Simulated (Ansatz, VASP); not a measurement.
ZnO in VASP and in Ansatz

INCAR

```
SYSTEM = ZnO
  ALGO = Normal
  EDIFF = 1E-6
  ENCUT = 600
  GGA = PE
  GGA_COMPAT = .False.
  ISIF = 2
  ISMEAR = 0
  IVDW = 12
  LASPH = .True.
  LCHARG = .True.
  LELF = .True.
  LREAL = .False.
  LVHAR = .True.
  LWAVE = .False.
  NBANDS = 26
  NELM = 120
  PREC = Accurate
  SIGMA = 0.01
```

Contents of KPOINTS:

```
k-points
0
Gamma
  6 6 4
  0 0 0
```

Contents of POSCAR:

```
ZnO
1.0
    3.4165334633      0.0000000000      0.0000000000
   -1.7082667316      2.9588047721      0.0000000000
    0.0000000000      0.0000000000      4.4775676713
Zn O
2 2
Direct
    0.3333333333      0.6666666667      0.2500000000
    0.6666666667      0.3333333333      0.7500000000
    0.6666666667      0.3333333333      0.2500000000
    0.3333333333      0.6666666667      0.7500000000
```

Input for Ansatz:

```yaml
crystal:
  lattice:
    - [3.4165334633, 0.0, 0.0]
    - [-1.7082667316, 2.9588047721, 0.0]
    - [0.0, 0.0, 4.4775676713]
  atoms:
    - { symbol: Zn, position: [0.3333333333, 0.6666666667, 0.25] }
    - { symbol: Zn, position: [0.6666666667, 0.3333333333, 0.75] }
    - { symbol: O, position: [0.6666666667, 0.3333333333, 0.25] }
    - { symbol: O, position: [0.3333333333, 0.6666666667, 0.75] }
kpoints:
  mp_grid: { grid: [6, 6, 4] }
hamiltonian:
  xc: pbe
  dispersion: d3bj
scf:
  occupations: { method: fixed }
  n_extra_bands: 5
output:
  forces: true
  stress: true
  eigenvalues: true
```

Alike in both runs: task single point; functional PBE; dispersion D3(BJ); k mesh 6 × 6 × 4; no spin polarisation.

|  | VASP | Ansatz |
| --- | --- | --- |
| version | VASP 6.6.1 | Ansatz 0.2.0 |
| potentials or method | VASP PAW PBE potentials, release 64 (Zn, O) | plane waves |
| plane-wave cutoff (eV) | 600 | 420 |
| occupations | gaussian, width 0.01 eV | fixed |
| valence electrons in the cell | 36 | 36 |

```csv
,VASP,Ansatz,Ansatz less VASP
gap on the k mesh at the Fermi level (eV),1.00,1.02,+0.020
pressure (GPa),3.9,3.0,-0.94
"traceless stress, the component that is largest in VASP (GPa)",-0.43,0.05,+0.472
```
